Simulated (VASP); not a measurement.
Set up this calculation in VASP 6.6.1, as the native input.

| Quantity | Value |
| --- | --- |
| Task | single point |
| Functional | PBE |
| Potentials or basis | VASP PAW PBE potentials, release 64 (Te, O) |
| Cutoff | 520 eV |
| k mesh | 6 × 6 × 8 |
| Occupations | gaussian, width 0.1 eV |
| Spin | no spin polarisation |
| Dipole correction | no |
| Further INCAR settings | ALGO = Normal; EDIFF = 1e-06; NBANDS = 27 |

The structure of Te2O lies in POSCAR:

```
Te2O
1.0
    6.0293541539      0.0000000000      0.0000000000
    0.0000000000      6.0293541539      0.0000000000
    0.0000000000      0.0000000000      4.4227903809
Te O
4 2
Direct
    0.0000000000      0.0000000000      0.0000000000
    0.5000000000      0.5000000000      0.0000000000
    0.0000000000      0.5000000000      0.1590130697
    0.5000000000      0.0000000000      0.8409869303
    0.0000000000      0.5000000000      0.5792887886
    0.5000000000      0.0000000000      0.4207112114
```

These files were run (other wordings do the same):

INCAR

```
PREC = Accurate
ENCUT = 520
EDIFF = 1E-6
ISMEAR = 0
SIGMA = 0.1
LREAL = F
LASPH = T
NELM = 80
ALGO = Normal
ISIF = 2
LWAVE = F
LCHARG = T
GGA = PE
LELF = T
LVHAR = T
NBANDS = 27
```

KPOINTS

```
regular mesh
0
Gamma
  6 6 8
```

Potentials or basis: VASP PAW PBE potentials, release 64 (Te, O).

Command:

```sh
$ cat potpaw_PBE.64/Te/POTCAR potpaw_PBE.64/O/POTCAR > POTCAR
$ mpirun -np 1 vasp_std > vasp.out
```

It gave:

```yaml
Pressure: 0.0 GPa
Largest_force: 0.151 eV/Å
Band_gap_on_the_k_mesh: zero (bands 18 and 19 overlap by 0.14 eV)
```

Caveat: spin-orbit coupling is left out, which moves the levels of the heavy elements.

Wall time 100 s on 1 thread of Intel(R) Xeon(R) 6975P-C (Granite Rapids) (shared host), peak memory 0.37 GiB.
